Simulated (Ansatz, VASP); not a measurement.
**One calculation of WSe2, two programs**

```
W Se
1.0
     3.28200    0.00000    0.00000
    -1.64100    2.84230    0.00000
     0.00000    0.00000   43.46800
W Se
2 4
Direct
  0.33333 0.66667 0.41835
  0.66667 0.33333 0.27182
  0.66667 0.33333 0.45633
  0.66667 0.33333 0.38028
  0.33333 0.66667 0.30989
  0.33333 0.66667 0.23383
```

Alike in both runs: functional LDA; k mesh 12 × 12 × 1; no spin polarisation.

Ansatz relaxed the structure, and its values are those at the end. VASP's run is a single point on that final structure, the one shown.

|  | VASP | Ansatz |
| --- | --- | --- |
| version | VASP 6.6.1 | Ansatz 0.2.0 |
| potentials or method | VASP PAW LDA potentials, release 64 (W_sv, Se) | scalar-relativistic, plane waves, PAW |
| plane-wave cutoff (eV) | 520 | 420 |
| occupations | gaussian, width 0.01 eV | fixed |
| valence electrons in the cell | 52 | 92 |

|  | VASP | Ansatz | Ansatz less VASP |
| --- | --- | --- | --- |
| gap on the k mesh at the Fermi level (eV) | 1.23 | 1.24 | +0.009 |
| least direct gap on the mesh (eV) | 1.55 | 1.55 | -0.004 |
| rms of the force components (eV/Å) | 0.047 | 0.000 | -0.0472 |

LDA's correlation is that of Perdew and Zunger in VASP and of Perdew and Wang (1992) in Ansatz. VASP's potentials hold 52 valence electrons a cell and Ansatz's 92, so a difference there can come from the potentials and not from the codes. Ansatz's warnings: slab cell height set, xc potential rough in thin density.

Neither program's run includes spin-orbit coupling.
